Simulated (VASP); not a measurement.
# CdS (Fm-3m) in VASP: notebook

Aim: see how the results for CdS move with the level of theory and the settings. Levels: PBE, r2SCAN. Tasks: single point.

All numbers are computed with VASP 6.6.1; they aren't measurements. Logs are shortened: lines on timing, memory, paths and dates and some standing lists are left out, and cuts for length are marked.

### 1 The cell of the first run

The structure is cubic, space group Fm-3m (No. 225). The conventional cell has a = 5.506 Å, b = 5.506 Å, c = 5.506 Å, α = 90.00°, β = 90.00°, γ = 90.00°. Cd (site symmetry m-3m) has 6 S at 2.75 Å within 3.6 Å. S (site symmetry m-3m) has 6 Cd at 2.75 Å within 3.6 Å.

### 2 Single point, PBE

Input file INCAR:

```
PREC = Accurate ; ENCUT = 520
EDIFF = 1E-7 ; ISMEAR = 0
SIGMA = 0.1 ; LREAL = F
LASPH = T ; NELM = 60
ALGO = Normal ; ISIF = 2
LWAVE = F ; LCHARG = F
GGA = PE ; NBANDS = 16
```

Input file KPOINTS:

```
Automatic mesh
0
Gamma
  6 6 6
```

Input file POSCAR:

```
CdS
1.0
    0.0000000000      2.7532439200      2.7532439200
    2.7532439200      0.0000000000      2.7532439200
    2.7532439200      2.7532439200      0.0000000000
Cd S
1 1
Direct
    0.0000000000      0.0000000000      0.0000000000
    0.5000000000      0.5000000000      0.5000000000
```

Potentials or basis: VASP PAW PBE potentials, release 64 (Cd, S).

On the command line:

```
cat potpaw_PBE.64/Cd/POTCAR potpaw_PBE.64/S/POTCAR > POTCAR
mpirun -np 1 vasp_std > vasp.out
```

OUTCAR:

```text
PREC = Accurate
   ENCUT = 520
   EDIFF = 1E-7
   ISMEAR = 0
   LREAL = F
   LASPH = T
   NELM = 60
   ISIF = 2
   GGA = PE

 ion  position               nearest neighbor table
   1  0.000  0.000  0.000-   2 2.75   2 2.75   2 2.75   2 2.75   2 2.75   2 2.75
   2  0.500  0.500  0.500-   1 2.75   1 2.75   1 2.75   1 2.75   1 2.75   1 2.75

  LATTYP: Found a face centered cubic cell.
 ALAT       =     5.5064878400

  Lattice vectors:

 A1 = (   0.0000000000,   2.7532439200,   2.7532439200)
 A2 = (   2.7532439200,   0.0000000000,   2.7532439200)
 A3 = (   2.7532439200,   2.7532439200,   0.0000000000)

Analysis of symmetry for initial positions (statically):
=====================================================================
 Subroutine PRICEL returns:
 Original cell was already a primitive cell.

 Routine SETGRP: Setting up the symmetry group for a
 face centered cubic supercell.

 Subroutine GETGRP returns: Found 48 space group operations
 (whereof 48 operations were pure point group operations)
 out of a pool of 48 trial point group operations.

The static configuration has the point symmetry O_h .

Analysis of symmetry for dynamics (positions and initial velocities):
=====================================================================
 Subroutine PRICEL returns:
 Original cell was already a primitive cell.

 Routine SETGRP: Setting up the symmetry group for a
 face centered cubic supercell.

 Subroutine GETGRP returns: Found 48 space group operations
 (whereof 48 operations were pure point group operations)
 out of a pool of 48 trial point group operations.

The dynamic configuration has the point symmetry O_h .

 Subroutine INISYM returns: Found 48 space group operations
 (whereof 48 operations are pure point group operations),
 and found     1 'primitive' translations

----------------------------------------------------------------------------------------

                                     Primitive cell

  volume of cell :      41.7411

  direct lattice vectors                    reciprocal lattice vectors
     0.000000000  2.753243920  2.753243920    -0.181603960  0.181603960  0.181603960
     2.753243920  0.000000000  2.753243920     0.181603960 -0.181603960  0.181603960
     2.753243920  2.753243920  0.000000000     0.181603960  0.181603960 -0.181603960

  length of vectors
     3.893674892  3.893674892  3.893674892     0.314547286  0.314547286  0.314547286

  position of ions in fractional coordinates (direct lattice)
     0.000000000  0.000000000  0.000000000
     0.500000000  0.500000000  0.500000000

  ion indices of the primitive-cell ions
   primitive index   ion index
                 1           1
                 2           2

----------------------------------------------------------------------------------------

 KPOINTS: Automatic mesh

Automatic generation of k-mesh.
 Grid dimensions read from file:
 generate k-points for:    6    6    6

 Generating k-lattice:

  Cartesian coordinates                     Fractional coordinates (reciprocal lattice)
    -0.030267327  0.030267327  0.030267327     0.166666667  0.000000000  0.000000000
     0.030267327 -0.030267327  0.030267327     0.000000000  0.166666667  0.000000000
     0.030267327  0.030267327 -0.030267327     0.000000000  0.000000000  0.166666667

  Length of vectors
     0.052424548  0.052424548  0.052424548

  Shift w.r.t. Gamma in fractional coordinates (k-lattice)
     0.000000000  0.000000000  0.000000000

 Subroutine IBZKPT returns following result:
 ===========================================

 Found     16 irreducible k-points:

 Following reciprocal coordinates:
            Coordinates               Weight
  0.000000  0.000000  0.000000      1.000000
  0.166667  0.000000  0.000000      8.000000
  0.333333  0.000000  0.000000      8.000000
  0.500000  0.000000  0.000000      4.000000
  0.166667  0.166667  0.000000      6.000000
  0.333333  0.166667  0.000000     24.000000
[... 8 lines left out ...]
 -0.333333  0.333333  0.166667     24.000000
 -0.333333  0.500000  0.166667     12.000000
   k-points           NKPTS =     16   k-points in BZ     NKDIM =     16   number of bands    NBANDS=     16
   number of dos      NEDOS =    301   number of ions     NIONS =      2
   total plane-waves  NPLWV =  27000
   dimension x,y,z NGX =    30 NGY =   30 NGZ =   30
   dimension x,y,z NGXF=    60 NGYF=   60 NGZF=   60
   ions per type =               1   1
   NGX,Y,Z   is equivalent  to a cutoff of  12.81, 12.81, 12.81 a.u.
   NGXF,Y,Z  is equivalent  to a cutoff of  25.62, 25.62, 25.62 a.u.
 SYSTEM =  unknown system
   PREC   = accura    normal or accurate (medium, high low for compatibility)
   ISTART =      0    job   : 0-new  1-cont  2-samecut
   ICHARG =      2    charge: 1-file 2-atom 10-const
   ISPIN  =      1    spin polarized calculation?
   LNONCOLLINEAR =      F non collinear calculations
   LSORBIT =      F    spin-orbit coupling
   LASPH  =      T    aspherical Exc in radial PAW
   ENCUT  =  520.0 eV  38.22 Ry    6.18 a.u.   7.24  7.24  7.24*2*pi/ulx,y,z
   NELM   =     60;   NELMIN=  2; NELMDL= -5     # of ELM steps
   EDIFF  = 0.1E-06   stopping-criterion for ELM
   LREAL  =      F    real-space projection
   EDIFFG = 0.1E-05   stopping-criterion for IOM
   NSW    =      0    number of steps for IOM
   IBRION =     -1    ionic relax: 0-MD 1-quasi-New 2-CG
   NFREE  =      0    steps in history (QN), initial steepest desc. (CG)
   ISIF   =      2    stress and relaxation
   ISYM   =      2    0-nonsym 1-usesym 2-fastsym
   POTIM  = 0.5000    time-step for ionic-motion
   TEBEG  =    0.0;   TEEND  =   0.0 temperature during run
   PSTRESS=    0.0 pullay stress
   NELECT =      18.0000    total number of electrons
   NUPDOWN=      -1.0000    fix difference up-down
   EMIN   =  10.00;   EMAX   =-10.00  energy-range for DOS
   EFERMI =   0.00;   METHOD = LEGACY
   ISMEAR =     0;   SIGMA  =   0.10  broadening in eV -4-tet -1-fermi 0-gaus
   EFERMI_NEDOS =   21; number of points for ismear=-14 and -15
   IALGO  =     38    algorithm
   IMIX   =      4    mixing-type and parameters
     AMIX     =   0.40;   BMIX     =  1.00
     AMIX_MAG =   1.60;   BMIX_MAG =  1.00
  volume/ion in A,a.u.               =      20.87       140.84
  Fermi-wavevector in a.u.,A,eV,Ry     =   1.236833  2.337275 20.813584  1.529755
  Thomas-Fermi vector in A             =   2.371425
   LORBIT       =      0    0 simple, 1 ext, 2 COOP (PROOUT), +10 PAW based schemes
   GGA     = PE    functional components
   LHFCALC =     F    Hartree Fock is set to
   AEXX    =    0.0000 exact exchange contribution
   IVDW    =     0    specifies the selected vdW correction
   LEPSILON=     F    determine dielectric tensor
   LRPA    =     F    only Hartree local field effects (RPA)
 non-spin polarized calculation
 Gauss-broadening in eV      SIGMA  =   0.10
  energy-cutoff  :      520.00
  volume of cell :       41.74
 maximum number of plane-waves:      1158
 NGX is ok and might be reduce to    30
   NGX = 15   NGY = 15   NGZ = 15

 number of electron      18.0000005 magnetization

 Free energy of the ion-electron system (eV)
  ---------------------------------------------------
  ext. energy  EPLUGINS =         0.00000000
  ---------------------------------------------------
  free energy    TOTEN  =        -5.87055668 eV

  energy without entropy =       -5.86997229  energy(sigma->0) =       -5.87026448

 E-fermi :   2.8612     XC(G=0): -10.3024

 val. band max:        2.7167084927   @ k =   0.5000   0.0000   0.0000
 cond. band min:       2.9675684782   @ k =   0.5000   0.5000   0.0000
 fundamental gap:      0.2508599856
 Fermi energy:         2.8611658377

 k-point     1 :       0.0000    0.0000    0.0000
  band No.  band energies     occupation
      1      -9.9421      2.00000
      2      -4.8612      2.00000
      3      -4.8612      2.00000
      4      -4.8612      2.00000
      5      -4.8606      2.00000
      6      -4.8606      2.00000
[... 8 lines left out ...]
     15      14.0310      0.00000
     16      14.0595      0.00000

 k-point     2 :       0.1667    0.0000    0.0000
  band No.  band energies     occupation
      1      -9.7173      2.00000
      2      -4.9356      2.00000
      3      -4.9356      2.00000
      4      -4.8864      2.00000
      5      -4.8136      2.00000
      6      -4.8136      2.00000
[... 8 lines left out ...]
     15      13.0071      0.00000
     16      13.6220      0.00000

 k-point     3 :       0.3333    0.0000    0.0000
  band No.  band energies     occupation
      1      -9.1853      2.00000
      2      -5.0787      2.00000
      3      -5.0787      2.00000
      4      -4.9869      2.00000
      5      -4.7166      2.00000
      6      -4.7166      2.00000
[... 8 lines left out ...]
     15      14.3447      0.00000
     16      14.3447      0.00000

 k-point     4 :       0.5000    0.0000    0.0000
  band No.  band energies     occupation
      1      -8.8553      2.00000
      2      -5.1472      2.00000
      3      -5.1472      2.00000
      4      -5.0916      2.00000
      5      -4.6671      2.00000
      6      -4.6671      2.00000
[... 8 lines left out ...]
     15      15.6967      0.00000
     16      15.6967      0.00000
[... 172 lines left out ...]
 k-point    14 :       0.5000    0.3333    0.1667
  band No.  band energies     occupation
      1      -9.0411      2.00000
      2      -4.9818      2.00000
      3      -4.9231      2.00000
      4      -4.8983      2.00000
      5      -4.6832      2.00000
      6      -4.5595      2.00000
[... 8 lines left out ...]
     15      16.6335      0.00000
     16      17.7094      0.00000

 k-point    15 :      -0.3333    0.3333    0.1667
  band No.  band energies     occupation
      1      -8.9148      2.00000
      2      -5.0344      2.00000
      3      -4.8884      2.00000
      4      -4.8624      2.00000
      5      -4.6392      2.00000
      6      -4.3932      2.00000
[... 8 lines left out ...]
     15      15.3224      0.00000
     16      17.3444      0.00000

 k-point    16 :      -0.3333    0.5000    0.1667
  band No.  band energies     occupation
      1      -8.9717      2.00000
      2      -4.9413      2.00000
      3      -4.9220      2.00000
      4      -4.7473      2.00000
      5      -4.6047      2.00000
      6      -4.1010      2.00000
[... 8 lines left out ...]
     15      16.4263      0.00000
     16      17.3266      0.00000

------------------------ aborting loop because EDIFF is reached ----------------------------------------

  FORCE on cell =-STRESS in cart. coord.  units (eV):
  Direction    XX          YY          ZZ          XY          YZ          ZX
  --------------------------------------------------------------------------------------
  -------------------------------------------------------------------------------------
  Total       -0.0118968     -0.0118968     -0.0118968      0.0000000      0.0000000      0.0000000
  in kB       -0.4566413     -0.4566413     -0.4566413      0.0000000      0.0000000      0.0000000
  external PRESSURE =      -0.4566413 kB  Pullay stress =       0.0000000 kB

 VOLUME and BASIS-vectors are now :
 -----------------------------------------------------------------------------
  energy-cutoff  :      520.00
  volume of cell :       41.74
      direct lattice vectors                 reciprocal lattice vectors
     0.000000000  2.753243920  2.753243920    -0.181603960  0.181603960  0.181603960
     2.753243920  0.000000000  2.753243920     0.181603960 -0.181603960  0.181603960
     2.753243920  2.753243920  0.000000000     0.181603960  0.181603960 -0.181603960

 POSITION                                       TOTAL-FORCE (eV/Angst)
 -----------------------------------------------------------------------------------
      0.00000      0.00000      0.00000        -0.000000     -0.000000     -0.000000
      2.75324      2.75324      2.75324         0.000000      0.000000      0.000000
 -----------------------------------------------------------------------------------
    total drift:                               -0.000000      0.000000      0.000000

  FREE ENERGIE OF THE ION-ELECTRON SYSTEM (eV)
  ---------------------------------------------------
  free  energy   TOTEN  =        -5.8705566773 eV

  energy  without entropy=       -5.8699722908  energy(sigma->0) =       -5.87026448
```

Wall time 7.6 s (1 thread of AMD EPYC 9R45 (Zen 5), shared host); peak memory 0.13 GiB.

What came out:

* Free energy: -5.8706 eV
* Pressure: 0.0 GPa
* Band gap on the k mesh: 0.25 eV, indirect (least direct gap 1.53 eV)

Levels at points of the mesh, in eV from the valence-band top:
```csv
k point,band 5,band 6,band 7,band 8,band 9,band 10,band 11,band 12,band 13,band 14
"(0.00, 0.00, 0.00)",-7.58,-7.58,-0.70,-0.70,-0.70,0.83,9.23,9.23,9.23,11.31
"(0.50, 0.00, 0.00)",-7.38,-7.38,-4.75,0.00,0.00,3.54,5.92,5.92,6.66,12.21
"(0.50, 0.50, 0.00)",-7.32,-6.68,-4.10,-2.05,-2.05,0.25,6.07,9.74,11.13,11.13
```

A k mesh can miss the band edges.

[end of part 1 of 2]
